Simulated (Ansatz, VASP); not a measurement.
## AlN in VASP and in Ansatz

```
CELL_PARAMETERS angstrom
3.10669 0.00000 0.00000
-1.55335 2.69048 0.00000
0.00000 0.00000 4.97859
ATOMIC_POSITIONS crystal
Al 0.33333 0.66667 0.99670
Al 0.66667 0.33333 0.49670
N 0.33333 0.66667 0.37830
N 0.66667 0.33333 0.87830
```

Alike in both runs: task single point; functional HSE06; k mesh 6 × 6 × 4; no spin polarisation.

|  | VASP | Ansatz |
| --- | --- | --- |
| version | VASP 6.6.1 | Ansatz 0.2.0 |
| potentials or method | VASP PAW PBE potentials, release 64 (Al, N) | plane waves, PAW |
| plane-wave cutoff (eV) | 520 | 420 |
| occupations | gaussian, width 0.01 eV | fixed |
| valence electrons in the cell | 16 | 16 |

|  | VASP | Ansatz | Ansatz less VASP |
| --- | --- | --- | --- |
| gap on the k mesh at the Fermi level (eV) | 5.59 | 5.60 | +0.007 |
| pressure (GPa) | -0.8 | -0.6 | +0.15 |
| traceless stress, the component that is largest in VASP (GPa) | -0.10 | -0.19 | -0.093 |
| rms of the force components (eV/Å) | 0.004 | 0.006 | +0.0015 |

Atom by atom the forces differ by 0.002 eV/Å (rms over components). Ansatz's warnings: stress exchange threshold loose, stress scf threshold loose.
